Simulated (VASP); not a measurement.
Wanted: the native input for a VASP 6.6.1 run.

| Quantity | Value |
| --- | --- |
| Task | relaxation of cell and atoms |
| Functional | LDA |
| Potentials or basis | VASP PAW LDA potentials, release 64 (Si, C) |
| Cutoff | 600 eV |
| k mesh | 6 × 6 × 6 |
| Occupations | gaussian, width 0.01 eV |
| Spin | no spin polarisation |
| Dipole correction | no |
| Further INCAR settings | ALGO = Normal; EDIFF = 1e-06; IBRION = 2; EDIFFG = -0.002; NSW = 80; ISIF = 3 |

The structure of SiC lies in POSCAR:

```
SiC
1.0
    4.3600000000      0.0000000000      0.0000000000
    0.0000000000      4.3600000000      0.0000000000
    0.0000000000      0.0000000000      4.3600000000
Si C
4 4
Direct
    0.0000000000      0.0000000000      0.0000000000
    0.0000000000      0.5000000000      0.5000000000
    0.5000000000      0.0000000000      0.5000000000
    0.5000000000      0.5000000000      0.0000000000
    0.2500000000      0.2500000000      0.2500000000
    0.2500000000      0.7500000000      0.7500000000
    0.7500000000      0.2500000000      0.7500000000
    0.7500000000      0.7500000000      0.2500000000
```

These files were run (other wordings do the same):

INCAR

```
PREC = Accurate
ENCUT = 600
EDIFF = 1E-6
ISMEAR = 0
SIGMA = 0.01
LREAL = False
LASPH = True
NELM = 100
ALGO = Normal
ISIF = 3
LWAVE = False
LCHARG = False
IBRION = 2
NSW = 80
EDIFFG = -0.002
```

KPOINTS

```
Automatic mesh
0
Gamma
  6 6 6
```

Potentials or basis: VASP PAW LDA potentials, release 64 (Si, C).

Launch:

```console
$ cat potpaw_LDA.64/Si/POTCAR potpaw_LDA.64/C/POTCAR > POTCAR
$ mpirun -np 1 vasp_std > vasp.out
```

It gave:

```
Relaxed volume                        : 10.15 Å³/atom
Relaxed cell                          : a = 4.331 Å, b = 4.331 Å, c = 4.331 Å, α = 90.00°, β = 90.00°, γ = 90.00°
Space group after relaxing (to 0.1 Å) : F-43m (No. 216)
Energy gained by relaxing             : 3.0 meV/atom
Ionic steps                           : 3
Pressure after relaxing               : 0.0 GPa
Band gap on the k mesh                : 1.29 eV
```

It took 93 s on 1 thread of Intel Xeon 8259CL, on a shared host, peak memory 0.19 GiB.
